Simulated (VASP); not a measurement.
# Sb (R-3m) in VASP: single point with PBEsol

Aim: the single point of Sb with PBEsol.

Everything below comes from runs of VASP 6.6.1. Logs are shortened: lines on timing, memory, paths and dates and some standing lists are left out, and cuts for length are marked.

## 1. The cell of the first run

Symmetry: R-3m, No. 166, trigonal system. Conventional cell: a = 4.322 Å, b = 4.322 Å, c = 11.064 Å, α = 90.00°, β = 90.00°, γ = 120.00°. Sb (site symmetry 3m) has 6 Sb at 2.93 to 3.30 Å within 3.9 Å.

## 2. Single point, PBEsol

Input file INCAR:

```
SYSTEM = Sb
PREC     = Accurate       ! precision mode
ENCUT    = 520            ! plane-wave cutoff, eV
EDIFF    = 1E-6           ! SCF threshold, eV
ISMEAR   = 0              ! smearing method
SIGMA    = 0.1            ! smearing width, eV
LREAL    = .FALSE.        ! projectors in reciprocal space
LASPH    = .TRUE.         ! aspherical terms in the spheres
NELM     = 80             ! most SCF steps
ALGO     = Normal         ! electronic algorithm
ISIF     = 2              ! what is computed and relaxed
LWAVE    = .FALSE.        ! write WAVECAR
LCHARG   = .FALSE.        ! write CHGCAR
GGA      = PS             ! functional
NBANDS   = 12             ! bands
```

Input file KPOINTS:

```
Automatic mesh
0
G
  12 12 12
  0 0 0
```

Input file POSCAR:

```
Sb
1.0
    2.1610468774      1.2476809964      3.6880788114
   -2.1610468774      1.2476809964      3.6880788114
    0.0000000000     -2.4953619928      3.6880788114
Sb
2
Direct
    0.2356869044      0.2356869044      0.2356869044
    0.7643130956      0.7643130956      0.7643130956
```

Potentials or basis: VASP PAW PBE potentials, release 64 (Sb).

Started as:

```
$ cat potpaw_PBE.64/Sb/POTCAR > POTCAR
$ mpirun -np 1 vasp_std > vasp.out
```

OUTCAR:

```text
SYSTEM = Sb
   PREC = Accurate
   ENCUT = 520
   EDIFF = 1E-6
   ISMEAR = 0
   LREAL = .FALSE.
   LASPH = .TRUE.
   NELM = 80
   ISIF = 2
   GGA = PS

 ion  position               nearest neighbor table
   1  0.236  0.236  0.236-   2 2.93   2 2.93   2 2.93   2 3.30   2 3.30   2 3.30
   2  0.764  0.764  0.764-   1 2.93   1 2.93   1 2.93   1 3.30   1 3.30   1 3.30

  LATTYP: Found a trigonal (rhomboedric) cell.
 ALAT       =     4.4529492243
 COS(alpha) =     0.5289544721

  Lattice vectors:

 A1 = (   2.1610468774,   1.2476809964,   3.6880788114)
 A2 = (  -2.1610468774,   1.2476809964,   3.6880788114)
 A3 = (   0.0000000000,  -2.4953619928,   3.6880788114)

Analysis of symmetry for initial positions (statically):
=====================================================================
 Subroutine PRICEL returns:
 Original cell was already a primitive cell.

 Routine SETGRP: Setting up the symmetry group for a
 trigonal (rhombohedral) supercell.

 Subroutine GETGRP returns: Found 12 space group operations
 (whereof 12 operations were pure point group operations)
 out of a pool of 12 trial point group operations.

The static configuration has the point symmetry D_3d.

Analysis of symmetry for dynamics (positions and initial velocities):
=====================================================================
 Subroutine PRICEL returns:
 Original cell was already a primitive cell.

 Routine SETGRP: Setting up the symmetry group for a
 trigonal (rhombohedral) supercell.

 Subroutine GETGRP returns: Found 12 space group operations
 (whereof 12 operations were pure point group operations)
 out of a pool of 12 trial point group operations.

The dynamic configuration has the point symmetry D_3d.

 Subroutine INISYM returns: Found 12 space group operations
 (whereof 12 operations are pure point group operations),
 and found     1 'primitive' translations

----------------------------------------------------------------------------------------

                                     Primitive cell

  volume of cell :      59.6649

  direct lattice vectors                    reciprocal lattice vectors
     2.161046877  1.247680996  3.688078811     0.231369345  0.133581153  0.090381293
    -2.161046877  1.247680996  3.688078811    -0.231369345  0.133581153  0.090381293
     0.000000000 -2.495361993  3.688078811     0.000000000 -0.267162307  0.090381293

  length of vectors
     4.452949224  4.452949224  4.452949224     0.282036303  0.282036303  0.282036303

  position of ions in fractional coordinates (direct lattice)
     0.235686904  0.235686904  0.235686904
     0.764313096  0.764313096  0.764313096

  ion indices of the primitive-cell ions
   primitive index   ion index
[... 82 lines left out ...]
   POTIM  = 0.5000    time-step for ionic-motion
   TEBEG  =    0.0;   TEEND  =   0.0 temperature during run
   PSTRESS=    0.0 pullay stress
   NELECT =      10.0000    total number of electrons
   NUPDOWN=      -1.0000    fix difference up-down
   EMIN   =  10.00;   EMAX   =-10.00  energy-range for DOS
   EFERMI =   0.00;   METHOD = LEGACY
   ISMEAR =     0;   SIGMA  =   0.10  broadening in eV -4-tet -1-fermi 0-gaus
   EFERMI_NEDOS =   21; number of points for ismear=-14 and -15
   IALGO  =     38    algorithm
   IMIX   =      4    mixing-type and parameters
     AMIX     =   0.40;   BMIX     =  1.00
     AMIX_MAG =   1.60;   BMIX_MAG =  1.00
  volume/ion in A,a.u.               =      29.83       201.32
  Fermi-wavevector in a.u.,A,eV,Ry     =   0.902613  1.705692 11.084815  0.814711
  Thomas-Fermi vector in A             =   2.025838
   LORBIT       =      0    0 simple, 1 ext, 2 COOP (PROOUT), +10 PAW based schemes
   GGA     = PS    functional components
   LHFCALC =     F    Hartree Fock is set to
   AEXX    =    0.0000 exact exchange contribution
   IVDW    =     0    specifies the selected vdW correction
   LEPSILON=     F    determine dielectric tensor
   LRPA    =     F    only Hartree local field effects (RPA)
 non-spin polarized calculation
 Gauss-broadening in eV      SIGMA  =   0.10
  energy-cutoff  :      520.00
  volume of cell :       59.66
 maximum number of plane-waves:      1618
 NGX is ok and might be reduce to    36
   NGX = 17   NGY = 17   NGZ = 17

 number of electron      10.0000000 magnetization

 Free energy of the ion-electron system (eV)
  ---------------------------------------------------
  ext. energy  EPLUGINS =         0.00000000
  ---------------------------------------------------
  free energy    TOTEN  =        -9.11769539 eV

  energy without entropy =       -9.11710113  energy(sigma->0) =       -9.11739826

 E-fermi :   7.2038     XC(G=0):  -9.7256

 val. band max:        7.0982987825   @ k =   0.2500   0.2500   0.1667
 cond. band min:       7.2106304391   @ k =  -0.4167   0.5000   0.4167
 fundamental gap:      0.1123316566
 Fermi energy:         7.2038186681

 k-point     1 :       0.0000    0.0000    0.0000
  band No.  band energies     occupation
      1      -5.5034      2.00000
      2       2.5373      2.00000
      3       5.2861      2.00000
      4       5.4360      2.00000
      5       5.4360      2.00000
      6       9.5433      0.00000
      7      10.0575      0.00000
      8      10.0575      0.00000
      9      12.1952      0.00000
     10      12.1952      0.00000
     11      12.3600      0.00000
     12      13.7425      0.00000
[... 331 lines left out ...]
 k-point    24 :      -0.4167    0.1667    0.0000
  band No.  band energies     occupation
      1      -2.9462      2.00000
      2      -2.2590      2.00000
      3       3.5392      2.00000
      4       5.0938      2.00000
      5       5.5470      2.00000
      6       8.1908      0.00000
      7       8.5901      0.00000
      8      10.3869      0.00000
      9      13.8292      0.00000
     10      14.2466      0.00000
     11      14.8953      0.00000
     12      17.5077      0.00000

 [... further k-points ...]
[... 5 lines left out ...]
  --------------------------------------------------------------------------------------
  -------------------------------------------------------------------------------------
  Total        0.0668664      0.0668664      0.0446451      0.0000000      0.0000000      0.0000000
  in kB        1.7955575      1.7955575      1.1988516      0.0000000      0.0000000      0.0000000
  external PRESSURE =       1.5966555 kB  Pullay stress =       0.0000000 kB

 VOLUME and BASIS-vectors are now :
 -----------------------------------------------------------------------------
  energy-cutoff  :      520.00
  volume of cell :       59.66
      direct lattice vectors                 reciprocal lattice vectors
     2.161046877  1.247680996  3.688078811     0.231369345  0.133581153  0.090381293
    -2.161046877  1.247680996  3.688078811    -0.231369345  0.133581153  0.090381293
     0.000000000 -2.495361993  3.688078811     0.000000000 -0.267162307  0.090381293

 POSITION                                       TOTAL-FORCE (eV/Angst)
 -----------------------------------------------------------------------------------
      0.00000      0.00000      2.60770         0.000000      0.000000      0.047303
      0.00000      0.00000      8.45654         0.000000     -0.000000     -0.047303
 -----------------------------------------------------------------------------------
    total drift:                                0.000000     -0.000000     -0.000000

  FREE ENERGIE OF THE ION-ELECTRON SYSTEM (eV)
  ---------------------------------------------------
  free  energy   TOTEN  =        -9.1176953854 eV

  energy  without entropy=       -9.1171011291  energy(sigma->0) =       -9.11739826
```

OSZICAR:

```text
N       E                     dE             d eps       ncg     rms          rms(c)
DAV:   1     0.335819027427E+02    0.33582E+02   -0.35676E+03  4536   0.655E+02
DAV:   2    -0.720820407945E+01   -0.40790E+02   -0.39343E+02  5964   0.107E+02
DAV:   3    -0.911530196505E+01   -0.19071E+01   -0.18777E+01  5616   0.256E+01
DAV:   4    -0.913208012220E+01   -0.16778E-01   -0.16774E-01  5292   0.283E+00
DAV:   5    -0.913227955923E+01   -0.19944E-03   -0.19944E-03  5516   0.344E-01    0.288E+00
DAV:   6    -0.912325649200E+01    0.90231E-02   -0.20394E-03  5368   0.258E-01    0.173E+00
DAV:   7    -0.911765479998E+01    0.56017E-02   -0.50520E-03  5184   0.397E-01    0.574E-02
DAV:   8    -0.911768852605E+01   -0.33726E-04   -0.11887E-04  5536   0.715E-02    0.168E-02
DAV:   9    -0.911769589768E+01   -0.73716E-05   -0.13019E-05  5512   0.213E-02    0.509E-03
DAV:  10    -0.911769538545E+01    0.51223E-06   -0.14275E-06  3624   0.651E-03
   1 F= -.91176954E+01 E0= -.91173983E+01  d E =-.594256E-03
```

stdout:

```text
POSCAR found type information on POSCAR Sb
 POSCAR found :  1 types and       2 ions
 scaLAPACK will be used
 -----------------------------------------------------------------------------
|                                                                             |
|                                                                             |
|     You enforced a specific xc type in the INCAR file but a different       |
|     I HOPE YOU KNOW WHAT YOU ARE DOING!                                     |
|                                                                             |
 -----------------------------------------------------------------------------

 LDA part: xc-table for (Slater+PW92), standard interpolation
 POSCAR, INCAR and KPOINTS ok, starting setup
 FFT: planning ... GRIDC
 FFT: planning ... GRID_SOFT
 FFT: planning ... GRID
 WAVECAR not read
 entering main loop
```

It took 62 s on 1 thread of Intel Xeon Platinum 8488C (Sapphire Rapids), shared host; peak memory 0.27 GiB.

What came out:

- Free energy: -9.1177 eV
- Pressure: 0.2 GPa
- Largest force: 0.047 eV/Å
- Band gap on the k mesh: zero (band 5 reaches 7.32 eV, above the bottom of band 6 at 7.05 eV)

Forces in eV/Å, atoms in the order of the input:
```
Sb   0.000  0.000  0.047
Sb   0.000  0.000 -0.047
```

Levels at points of the mesh, in eV from the Fermi level:
| k point | band 2 | band 3 | band 4 | band 5 | band 6 | band 7 | band 8 | band 9 |
| --- | --- | --- | --- | --- | --- | --- | --- | --- |
| (0.00, 0.00, 0.00) | -4.67 | -1.92 | -1.77 | -1.77 | 2.34 | 2.85 | 2.85 | 4.99 |
| (0.50, 0.00, 0.00) | -9.66 | -1.74 | -1.56 | -0.25 | -0.16 | 0.25 | 0.37 | 7.83 |
| (0.50, 0.50, 0.00) | -7.86 | -5.52 | -3.72 | -3.68 | 1.59 | 5.11 | 5.52 | 7.16 |
| (0.50, 0.50, 0.50) | -9.08 | -1.22 | -1.22 | -0.45 | 0.02 | 0.02 | 1.01 | 7.27 |

Caveat: the PAW data sets were made with another functional, which shifts forces and pressure a little; spin-orbit coupling is left out, which moves the levels of the heavy elements.
